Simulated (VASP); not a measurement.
Input of a VASP 6.6.1 run:

INCAR

```
ALGO = Normal
EDIFF = 1E-6
ENCUT = 600
GGA = CA
GGA_COMPAT = False
ISIF = 2
ISMEAR = 0
LASPH = True
LCHARG = False
LREAL = False
LWAVE = False
NBANDS = 36
NELM = 120
PREC = Accurate
SIGMA = 0.05
```

The input KPOINTS:

```
k-points
0
Gamma
  8 8 2
```

File POSCAR:

```
MgO
1.0
   -3.4517839558      0.0000000000      0.0000000000
   -1.7258919779     -2.9893325941      0.0000000000
    0.0000000000      0.0000000000     12.4189476803
Mg O
6 6
Direct
    0.6666666667      0.6666666667      0.2500000000
    0.6666666667      0.6666666667      0.5833333333
    0.6666666667      0.6666666667      0.9166666667
    0.3333333333      0.3333333333      0.0833333333
    0.3333333333      0.3333333333      0.4166666667
    0.3333333333      0.3333333333      0.7500000000
    0.6666666667      0.6666666667      0.0833333333
    0.6666666667      0.6666666667      0.4166666667
    0.6666666667      0.6666666667      0.7500000000
    0.3333333333      0.3333333333      0.2500000000
    0.3333333333      0.3333333333      0.5833333333
    0.3333333333      0.3333333333      0.9166666667
```

Potentials or basis: VASP PAW LDA potentials, release 64 (Mg, O).

Command:

```sh
$ cat potpaw_LDA.64/Mg/POTCAR potpaw_LDA.64/O/POTCAR > POTCAR
$ mpirun -np 1 vasp_std > vasp.out
```

(1) What does it give for the band gap on the k mesh?

(2) What does it give for the pressure?

Answers

(1) 3.48 eV.

(2) -2.1 GPa.
